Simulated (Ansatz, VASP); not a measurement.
CdHgS2 in VASP and in Ansatz

```
CELL_PARAMETERS angstrom
-3.03550 3.03550 6.08230
3.03550 -3.03550 6.08230
3.03550 3.03550 -6.08230
ATOMIC_POSITIONS crystal
Cd 0.00000 0.00000 0.00000
Cd 0.75000 0.25000 0.50000
S 0.37500 0.37114 0.49614
S 0.12114 0.62500 0.99614
S 0.87500 0.87886 0.50386
S 0.62886 0.12500 0.00386
Hg 0.50000 0.50000 0.00000
Hg 0.25000 0.75000 0.50000
```

Alike in both runs: task single point; functional PBE; k mesh 6 × 6 × 6; no spin polarisation.

```csv
,VASP,Ansatz
version,VASP 6.6.1,Ansatz 0.2.0
potentials or method,"VASP PAW PBE potentials, release 64 (Cd, S, Hg)","plane waves, PAW"
plane-wave cutoff (eV),520,420
occupations,"gaussian, width 0.01 eV",fixed
valence electrons in the cell,72,104
```

```tsv
	VASP	Ansatz	Ansatz less VASP
gap on the k mesh at the Fermi level (eV)	0.14	0.14	+0.002
pressure (GPa)	-2.4	-2.6	-0.19
```

VASP's potentials hold 72 valence electrons a cell and Ansatz's 104, so a difference there can come from the potentials and not from the codes.

Neither program's run includes spin-orbit coupling.
